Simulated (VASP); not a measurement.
# Na (P6/mmm) in VASP: further runs, part 2 of 2

VASP 6.6.1. The steps go on from the part before.

## (3) Relaxation of cell and atoms, PBE

This run uses another cell than the first one, of 50.96 Å³/atom.

The input, INCAR:

```
SYSTEM = Na
PREC = Accurate ; ENCUT = 600
EDIFF = 1E-6 ; ISMEAR = 0
SIGMA = 0.1 ; LREAL = .False.
LASPH = .True. ; NELM = 100
ALGO = Fast ; ISIF = 3
LWAVE = .False. ; LCHARG = .False.
GGA = PE ; IBRION = 2
NSW = 100 ; EDIFFG = -0.01
```

The input, KPOINTS:

```
regular mesh
0
Gamma
  12 12 16
  0 0 0
```

The input, POSCAR:

```
Na
1.0
    5.8651306595      0.0000000000      0.0000000000
   -2.9325653297      5.0793521476      0.0000000000
    0.0000000000      0.0000000000      3.4212578476
Na
2
Direct
    0.3333333333      0.6666666667      0.5000000000
    0.6666666667      0.3333333333      0.5000000000
```

Potentials or basis: VASP PAW PBE potentials, release 64 (Na_pv).

Run with:

```bash
cat potpaw_PBE.64/Na_pv/POTCAR > POTCAR
mpirun -np 1 vasp_std > vasp.out
```

OUTCAR:

```text
SYSTEM = Na
   PREC = Accurate
   ENCUT = 600
   EDIFF = 1E-6
   ISMEAR = 0
   LREAL = .False.
   LASPH = .True.
   NELM = 100
   ISIF = 3
   GGA = PE
   IBRION = 2
   NSW = 100
   EDIFFG = -0.01

 ion  position               nearest neighbor table
   1  0.333  0.667  0.500-
   2  0.667  0.333  0.500-

  LATTYP: Found a hexagonal cell.
 ALAT       =     5.8651306595
 C/A-ratio  =     0.5833216762

  Lattice vectors:

 A1 = (   5.8651306595,   0.0000000000,   0.0000000000)
 A2 = (  -2.9325653297,   5.0793521476,   0.0000000000)
 A3 = (   0.0000000000,   0.0000000000,   3.4212578476)

Analysis of symmetry for initial positions (statically):
=====================================================================
 Subroutine PRICEL returns:
 Original cell was already a primitive cell.

 Routine SETGRP: Setting up the symmetry group for a
 hexagonal supercell.

 Subroutine GETGRP returns: Found 24 space group operations
 (whereof 24 operations were pure point group operations)
 out of a pool of 24 trial point group operations.

The static configuration has the point symmetry D_6h.

Analysis of symmetry for dynamics (positions and initial velocities):
=====================================================================
 Subroutine PRICEL returns:
 Original cell was already a primitive cell.

 Routine SETGRP: Setting up the symmetry group for a
 hexagonal supercell.

 Subroutine GETGRP returns: Found 24 space group operations
 (whereof 24 operations were pure point group operations)
 out of a pool of 24 trial point group operations.

The dynamic configuration has the point symmetry D_6h.

 Subroutine INISYM returns: Found 24 space group operations
 (whereof 24 operations are pure point group operations),
 and found     1 'primitive' translations

----------------------------------------------------------------------------------------

                                     Primitive cell

  volume of cell :     101.9229

  direct lattice vectors                    reciprocal lattice vectors
     5.865130660  0.000000000  0.000000000     0.170499185  0.098437751  0.000000000
    -2.932565330  5.079352148  0.000000000     0.000000000  0.196875501  0.000000000
     0.000000000  0.000000000  3.421257848     0.000000000  0.000000000  0.292290159

  length of vectors
     5.865130660  5.865130659  3.421257848     0.196875501  0.196875501  0.292290159

  position of ions in fractional coordinates (direct lattice)
     0.333333333  0.666666667  0.500000000
     0.666666667  0.333333333  0.500000000

  ion indices of the primitive-cell ions
   primitive index   ion index
                 1           1
[... 108 lines left out ...]
  energy-cutoff  :      600.00
  volume of cell :      101.92
 maximum number of plane-waves:      3429
 NGX is ok and might be reduce to    48
   NGX = 23   NGY = 23   NGZ = 13

--------------------------------------- Ionic step        1  -------------------------------------------

 number of electron      14.0000014 magnetization

 Free energy of the ion-electron system (eV)
  ---------------------------------------------------
  ext. energy  EPLUGINS =         0.00000000
  ---------------------------------------------------
  free energy    TOTEN  =        -2.13620467 eV

  energy without entropy =       -2.13054354  energy(sigma->0) =       -2.13337411

------------------------ aborting loop because EDIFF is reached ----------------------------------------

  FORCE on cell =-STRESS in cart. coord.  units (eV):
  Direction    XX          YY          ZZ          XY          YZ          ZX
  --------------------------------------------------------------------------------------
  -------------------------------------------------------------------------------------
  Total        0.0058066      0.0058066     -0.0385506      0.0000000     -0.0000000      0.0000000
  in kB        0.0912770      0.0912770     -0.6059969      0.0000000     -0.0000000      0.0000000
  external PRESSURE =      -0.1411476 kB  Pullay stress =       0.0000000 kB

 VOLUME and BASIS-vectors are now :
 -----------------------------------------------------------------------------
  energy-cutoff  :      600.00
  volume of cell :      101.92
      direct lattice vectors                 reciprocal lattice vectors
     5.865130660  0.000000000  0.000000000     0.170499185  0.098437751  0.000000000
    -2.932565330  5.079352148  0.000000000     0.000000000  0.196875501  0.000000000
     0.000000000  0.000000000  3.421257848     0.000000000  0.000000000  0.292290159

 POSITION                                       TOTAL-FORCE (eV/Angst)
 -----------------------------------------------------------------------------------
     -0.00000      3.38623      1.71063         0.000000      0.000000      0.000000
      2.93257      1.69312      1.71063         0.000000      0.000000      0.000000
 -----------------------------------------------------------------------------------
    total drift:                               -0.000000      0.000000     -0.000000

  FREE ENERGIE OF THE ION-ELECTRON SYSTEM (eV)
  ---------------------------------------------------
  free  energy   TOTEN  =        -2.1362046721 eV

  energy  without entropy=       -2.1305435392  energy(sigma->0) =       -2.13337411

--------------------------------------- Ionic step        2  -------------------------------------------

 number of electron      14.0000014 magnetization

 Free energy of the ion-electron system (eV)
  ---------------------------------------------------
  ext. energy  EPLUGINS =         0.00000000
  ---------------------------------------------------
  free energy    TOTEN  =        -2.13622813 eV

  energy without entropy =       -2.13056043  energy(sigma->0) =       -2.13339428

 E-fermi :  -0.5048     XC(G=0):  -5.6112

 val. band max:       -0.5121280820   @ k =   0.2500   0.1667   0.0625
 cond. band min:      -0.5031493604   @ k =   0.4167   0.0833   0.2500
 fundamental gap:      0.0089787215
 Fermi energy:        -0.5048225765

 k-point     1 :       0.0000    0.0000    0.0000
  band No.  band energies     occupation
      1     -25.7620      2.00000
      2     -25.7620      2.00000
      3     -25.7290      2.00000
      4     -25.7290      2.00000
      5     -25.7138      2.00000
      6     -25.7075      2.00000
      7      -3.1700      2.00000
      8       1.9296      0.00000
      9       1.9296      0.00000
     10       2.6963      0.00000
     11       2.9063      0.00000
[... 309 lines left out ...]
 k-point    24 :       0.3333    0.0000    0.0625
  band No.  band energies     occupation
      1     -25.7637      2.00000
      2     -25.7562      2.00000
      3     -25.7346      2.00000
      4     -25.7269      2.00000
      5     -25.7142      2.00000
      6     -25.7105      2.00000
      7      -2.4946      2.00000
      8      -0.5160      1.12512
      9       1.1827      0.00000
     10       1.9043      0.00000
     11       4.9601      0.00000

 [... further k-points ...]

------------------------ aborting loop because EDIFF is reached ----------------------------------------

  FORCE on cell =-STRESS in cart. coord.  units (eV):
  Direction    XX          YY          ZZ          XY          YZ          ZX
  --------------------------------------------------------------------------------------
  -------------------------------------------------------------------------------------
  Total        0.0130940      0.0130940     -0.0163553      0.0000000      0.0000000      0.0000000
  in kB        0.2059652      0.2059652     -0.2572651      0.0000000      0.0000000      0.0000000
  external PRESSURE =       0.0515551 kB  Pullay stress =       0.0000000 kB

 VOLUME and BASIS-vectors are now :
 -----------------------------------------------------------------------------
  energy-cutoff  :      600.00
  volume of cell :      101.86
      direct lattice vectors                 reciprocal lattice vectors
     5.865952148  0.000000000  0.000000000     0.170475308  0.098423965  0.000000000
    -2.932976074  5.080063577 -0.000000000    -0.000000000  0.196847930  0.000000000
     0.000000000 -0.000000000  3.418076445    -0.000000000  0.000000000  0.292562210

 POSITION                                       TOTAL-FORCE (eV/Angst)
 -----------------------------------------------------------------------------------
     -0.00000      3.38671      1.70904         0.000000     -0.000000     -0.000000
      2.93298      1.69335      1.70904        -0.000000      0.000000      0.000000
 -----------------------------------------------------------------------------------
    total drift:                               -0.000000      0.000000     -0.000000

  FREE ENERGIE OF THE ION-ELECTRON SYSTEM (eV)
  ---------------------------------------------------
  free  energy   TOTEN  =        -2.1362281347 eV

  energy  without entropy=       -2.1305604287  energy(sigma->0) =       -2.13339428

 reached required accuracy - stopping structural energy minimisation
```

CONTCAR:

```text
Na
   1.00000000000000
     5.8659521479186054    0.0000000000000081    0.0000000000000000
    -2.9329760739092885    5.0800635774394047   -0.0000000000000000
     0.0000000000000000   -0.0000000000000000    3.4180764451314367
  Na
     2
Direct
     0.3333333332999970    0.6666666667000030    0.5000000000000000
     0.6666666667000030    0.3333333332999970    0.5000000000000000

  0.00000000E+00  0.00000000E+00  0.00000000E+00
  0.00000000E+00  0.00000000E+00  0.00000000E+00
```

It took 4 min on 1 thread of Oxide Virtual Turin-like, shared host; peak memory 0.33 GiB.

What came out:

```
Free energy                           : -2.1362 eV
Relaxed volume                        : 50.93 Å³/atom
Relaxed cell                          : a = 5.866 Å, b = 5.866 Å, c = 3.418 Å, α = 90.00°, β = 90.00°, γ = 120.00°
Space group after relaxing (to 0.1 Å) : P6/mmm (No. 191)
Energy gained by relaxing             : 0.0 meV/atom
Ionic steps                           : 2
Pressure after relaxing               : 0.0 GPa
Band gap on the k mesh                : zero (bands 7 and 8 overlap by 2.92 eV)
```

Final structure:
```
CELL_PARAMETERS angstrom
5.86595 0.00000 0.00000
-2.93298 5.08006 0.00000
0.00000 0.00000 3.41808
ATOMIC_POSITIONS crystal
Na 0.33333 0.66667 0.50000
Na 0.66667 0.33333 0.50000
```

Levels at points of the mesh, in eV from the Fermi level:
```tsv
k point	band 3	band 4	band 5	band 6	band 7	band 8	band 9	band 10	band 11
(0.00, 0.00, 0.00)	-25.22	-25.22	-25.21	-25.20	-2.67	2.43	2.43	3.20	3.41
(0.50, 0.00, 0.00)	-25.23	-25.22	-25.21	-25.20	-1.49	-0.90	1.50	2.19	6.93
(0.00, 0.00, 0.50)	-25.25	-25.25	-25.22	-25.22	0.44	0.71	5.29	5.36	5.36
(0.50, 0.00, 0.50)	-25.25	-25.24	-25.23	-25.22	1.47	1.98	2.10	2.36	4.47
```

The gap in the log of VASP goes by the Fermi energy; the results here count the filled bands.